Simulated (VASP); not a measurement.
# BaZrO3 (Pm-3m) in VASP: notebook

Runs on BaZrO3. Level: PBE. Tasks: single point.

All numbers are computed with VASP 6.6.1; they aren't measurements. Logs are shortened: lines on timing, memory, paths and dates and some standing lists are left out, and cuts for length are marked.

### 1 The cell of the first run

It takes space group Pm-3m (No. 221, cubic). The conventional cell has a = 4.160 Å, b = 4.160 Å, c = 4.160 Å, α = 90.00°, β = 90.00°, γ = 90.00°. Within 3.9 Å of Ba (site symmetry m-3m) lie 12 O at 2.94 Å and 8 Zr at 3.60 Å. Within 2.8 Å of Zr (site symmetry m-3m) lie 6 O at 2.08 Å. O (site symmetry 4/mmm) has 2 Zr at 2.08 Å within 2.8 Å.

### 2 Single point, PBE

File INCAR:

```
ALGO = Normal ; EDIFF = 1E-6
ENCUT = 520 ; GGA = PE
ISIF = 2 ; ISMEAR = 0
LASPH = T ; LCHARG = T
LELF = T ; LREAL = F
LVHAR = T ; LWAVE = F
NBANDS = 28 ; NELM = 100
PREC = Accurate ; SIGMA = 0.01
```

File KPOINTS:

```
k-points
0
Gamma
  6 6 6
```

File POSCAR:

```
BaZrO3
1.0
    4.1599704323      0.0000000000      0.0000000000
    0.0000000000      4.1599704323      0.0000000000
    0.0000000000      0.0000000000      4.1599704323
Ba Zr O
1 1 3
Direct
    0.0000000000      0.0000000000      0.0000000000
    0.5000000000      0.5000000000      0.5000000000
    0.0000000000      0.5000000000      0.5000000000
    0.5000000000      0.0000000000      0.5000000000
    0.5000000000      0.5000000000      0.0000000000
```

Potentials or basis: VASP PAW PBE potentials, release 64 (Ba_sv, Zr_sv, O).

Started as:

```sh
$ cat potpaw_PBE.64/Ba_sv/POTCAR potpaw_PBE.64/Zr_sv/POTCAR potpaw_PBE.64/O/POTCAR > POTCAR
$ mpirun -np 1 vasp_std > vasp.out
```

OUTCAR:

```text
EDIFF = 1E-6
   ENCUT = 520
   GGA = PE
   ISIF = 2
   ISMEAR = 0
   LASPH = T
   LREAL = F
   NELM = 100
   PREC = Accurate

 ion  position               nearest neighbor table
   1  0.000  0.000  0.000-   3 2.94   4 2.94   5 2.94   3 2.94   4 2.94   3 2.94   5 2.94   3 2.94
                             4 2.94   5 2.94   4 2.94   5 2.94   2 3.60   2 3.60   2 3.60   2 3.60
   2  0.500  0.500  0.500-   3 2.08   4 2.08   5 2.08   5 2.08   4 2.08   3 2.08   1 3.60   1 3.60
                             1 3.60   1 3.60   1 3.60   1 3.60   1 3.60   1 3.60
   3  0.000  0.500  0.500-   2 2.08   2 2.08   1 2.94   1 2.94   1 2.94   1 2.94
   4  0.500  0.000  0.500-   2 2.08   2 2.08   1 2.94   1 2.94   1 2.94   1 2.94
   5  0.500  0.500  0.000-   2 2.08   2 2.08   1 2.94   1 2.94   1 2.94   1 2.94

  LATTYP: Found a simple cubic cell.
 ALAT       =     4.1599704323

  Lattice vectors:

 A1 = (   4.1599704323,   0.0000000000,   0.0000000000)
 A2 = (   0.0000000000,   4.1599704323,   0.0000000000)
 A3 = (   0.0000000000,   0.0000000000,   4.1599704323)

Analysis of symmetry for initial positions (statically):
=====================================================================
 Subroutine PRICEL returns:
 Original cell was already a primitive cell.

 Routine SETGRP: Setting up the symmetry group for a
 simple cubic supercell.

 Subroutine GETGRP returns: Found 48 space group operations
 (whereof 48 operations were pure point group operations)
 out of a pool of 48 trial point group operations.

The static configuration has the point symmetry O_h .

Analysis of symmetry for dynamics (positions and initial velocities):
=====================================================================
 Subroutine PRICEL returns:
 Original cell was already a primitive cell.

 Routine SETGRP: Setting up the symmetry group for a
 simple cubic supercell.

 Subroutine GETGRP returns: Found 48 space group operations
 (whereof 48 operations were pure point group operations)
 out of a pool of 48 trial point group operations.

The dynamic configuration has the point symmetry O_h .

 Subroutine INISYM returns: Found 48 space group operations
 (whereof 48 operations are pure point group operations),
 and found     1 'primitive' translations

----------------------------------------------------------------------------------------
[... 93 lines left out ...]
   NELM   =    100;   NELMIN=  2; NELMDL= -5     # of ELM steps
   EDIFF  = 0.1E-05   stopping-criterion for ELM
   LREAL  =      F    real-space projection
   EDIFFG = 0.1E-04   stopping-criterion for IOM
   NSW    =      0    number of steps for IOM
   IBRION =     -1    ionic relax: 0-MD 1-quasi-New 2-CG
   NFREE  =      0    steps in history (QN), initial steepest desc. (CG)
   ISIF   =      2    stress and relaxation
   ISYM   =      2    0-nonsym 1-usesym 2-fastsym
   POTIM  = 0.5000    time-step for ionic-motion
   TEBEG  =    0.0;   TEEND  =   0.0 temperature during run
   PSTRESS=    0.0 pullay stress
   NELECT =      40.0000    total number of electrons
   NUPDOWN=      -1.0000    fix difference up-down
   EMIN   =  10.00;   EMAX   =-10.00  energy-range for DOS
   EFERMI =   0.00;   METHOD = LEGACY
   ISMEAR =     0;   SIGMA  =   0.01  broadening in eV -4-tet -1-fermi 0-gaus
   EFERMI_NEDOS =   21; number of points for ismear=-14 and -15
   IALGO  =     38    algorithm
   IMIX   =      4    mixing-type and parameters
     AMIX     =   0.40;   BMIX     =  1.00
     AMIX_MAG =   1.60;   BMIX_MAG =  1.00
  volume/ion in A,a.u.               =      14.40        97.16
  Fermi-wavevector in a.u.,A,eV,Ry     =   1.345875  2.543334 24.645298  1.811378
  Thomas-Fermi vector in A             =   2.473752
   LORBIT       =      0    0 simple, 1 ext, 2 COOP (PROOUT), +10 PAW based schemes
   GGA     = PE    functional components
   LHFCALC =     F    Hartree Fock is set to
   AEXX    =    0.0000 exact exchange contribution
   IVDW    =     0    specifies the selected vdW correction
   LEPSILON=     F    determine dielectric tensor
   LRPA    =     F    only Hartree local field effects (RPA)
 non-spin polarized calculation
 Gauss-broadening in eV      SIGMA  =   0.01
  energy-cutoff  :      520.00
  volume of cell :       71.99
 maximum number of plane-waves:      1956
 NGX is ok and might be reduce to    32
   NGX = 15   NGY = 15   NGZ = 15

 number of electron      40.0000012 magnetization

 Free energy of the ion-electron system (eV)
  ---------------------------------------------------
  ext. energy  EPLUGINS =         0.00000000
  ---------------------------------------------------
  free energy    TOTEN  =       -41.61178198 eV

  energy without entropy =      -41.61178198  energy(sigma->0) =      -41.61178198

 E-fermi :   4.0757     XC(G=0): -10.8857

 val. band max:        3.9522284624   @ k =   0.5000   0.5000   0.5000
 cond. band min:       7.1897211862   @ k =   0.0000   0.0000   0.0000
 fundamental gap:      3.2374927237
 Fermi energy:         4.0756592811

 k-point     1 :       0.0000    0.0000    0.0000
  band No.  band energies     occupation
      1     -42.9261      2.00000
      2     -21.2962      2.00000
      3     -21.1192      2.00000
      4     -21.1192      2.00000
      5     -21.1192      2.00000
      6     -12.4576      2.00000
[... 609 lines left out ...]
     27      13.2458      0.00000
     28      13.2458      0.00000

------------------------ aborting loop because EDIFF is reached ----------------------------------------

  FORCE on cell =-STRESS in cart. coord.  units (eV):
  Direction    XX          YY          ZZ          XY          YZ          ZX
  --------------------------------------------------------------------------------------
  -------------------------------------------------------------------------------------
  Total        4.1149862      4.1149862      4.1149862     -0.0000000     -0.0000000     -0.0000000
  in kB       91.5816006     91.5816006     91.5816006     -0.0000000     -0.0000000     -0.0000000
  external PRESSURE =      91.5816006 kB  Pullay stress =       0.0000000 kB

 VOLUME and BASIS-vectors are now :
 -----------------------------------------------------------------------------
  energy-cutoff  :      520.00
  volume of cell :       71.99
      direct lattice vectors                 reciprocal lattice vectors
     4.159970432  0.000000000  0.000000000     0.240386324  0.000000000  0.000000000
     0.000000000  4.159970432  0.000000000     0.000000000  0.240386324  0.000000000
     0.000000000  0.000000000  4.159970432     0.000000000  0.000000000  0.240386324

 POSITION                                       TOTAL-FORCE (eV/Angst)
 -----------------------------------------------------------------------------------
      0.00000      0.00000      0.00000         0.000000      0.000000      0.000000
      2.07999      2.07999      2.07999         0.000000      0.000000      0.000000
      0.00000      2.07999      2.07999         0.000000      0.000000      0.000000
      2.07999      0.00000      2.07999         0.000000      0.000000      0.000000
      2.07999      2.07999      0.00000         0.000000      0.000000      0.000000
 -----------------------------------------------------------------------------------
    total drift:                                0.000000     -0.000000     -0.000000

  FREE ENERGIE OF THE ION-ELECTRON SYSTEM (eV)
  ---------------------------------------------------
  free  energy   TOTEN  =       -41.6117819843 eV

  energy  without entropy=      -41.6117819843  energy(sigma->0) =      -41.61178198
```

Run time: 20 s. Hardware: 1 thread of Intel Xeon 6975P-C, shared host; peak memory 0.2 GiB.

Results:

* Free energy: -41.6118 eV
* Pressure: 9.2 GPa
* Band gap on the k mesh: 3.24 eV, indirect (least direct gap 3.43 eV)

Caveat: spin-orbit coupling is left out, which moves the levels of the heavy elements.

### 3 Single point, PBE

This run uses another cell than the first one, of 14.73 Å³/atom, 1.023 times its volume.

File INCAR:

```
SYSTEM = BaZrO3
PREC = Accurate ; ENCUT = 520
EDIFF = 1E-7 ; ISMEAR = 0
SIGMA = 0.01 ; LREAL = .FALSE.
LASPH = .TRUE. ; NELM = 60
ALGO = Normal ; ISIF = 2
LWAVE = .FALSE. ; LCHARG = .FALSE.
GGA = PE ; NBANDS = 28
```

File KPOINTS:

```
regular mesh
0
G
  6 6 6
  0 0 0
```

POSCAR: that of step 2 with these lines changed.

```diff
@@ -2,5 +2,5 @@
 1.0
-    4.1599704323      0.0000000000      0.0000000000
-    0.0000000000      4.1599704323      0.0000000000
-    0.0000000000      0.0000000000      4.1599704323
+    4.1913400000      0.0000000000      0.0000000000
+    0.0000000000      4.1913400000      0.0000000000
+    0.0000000000      0.0000000000      4.1913400000
 Ba Zr O
```

Potentials or basis: VASP PAW PBE potentials, release 64 (Ba_sv, Zr_sv, O).

Started as:

```sh
$ cat potpaw_PBE.64/Ba_sv/POTCAR potpaw_PBE.64/Zr_sv/POTCAR potpaw_PBE.64/O/POTCAR > POTCAR
$ mpirun -np 1 vasp_std > vasp.out
```

Run time: 23 s. Hardware: 1 thread of Intel Xeon 6975P-C, shared host; peak memory 0.2 GiB.

The run converged. Its results:

```yaml
Free_energy: -41.6861 eV
Pressure: 5.1 GPa
Band_gap_on_the_k_mesh: 3.19 eV, indirect (least direct gap 3.41 eV)
```

Levels at points of the mesh, in eV from the valence-band top:
```tsv
k point	band 17	band 18	band 19	band 20	band 21	band 22	band 23	band 24
(0.00, 0.00, 0.00)	-0.98	-0.22	-0.22	-0.22	3.19	3.19	3.19	4.65
(0.50, 0.00, 0.00)	-1.73	-1.68	-0.45	-0.45	3.64	5.71	5.71	6.43
(0.50, 0.50, 0.00)	-0.93	-0.93	-0.79	-0.08	5.68	5.68	6.46	6.50
(0.50, 0.50, 0.50)	-2.54	0.00	0.00	0.00	5.98	5.98	5.98	7.00
```

Caveat: spin-orbit coupling is left out, which moves the levels of the heavy elements.

(Part 1 of 2 ends here.)
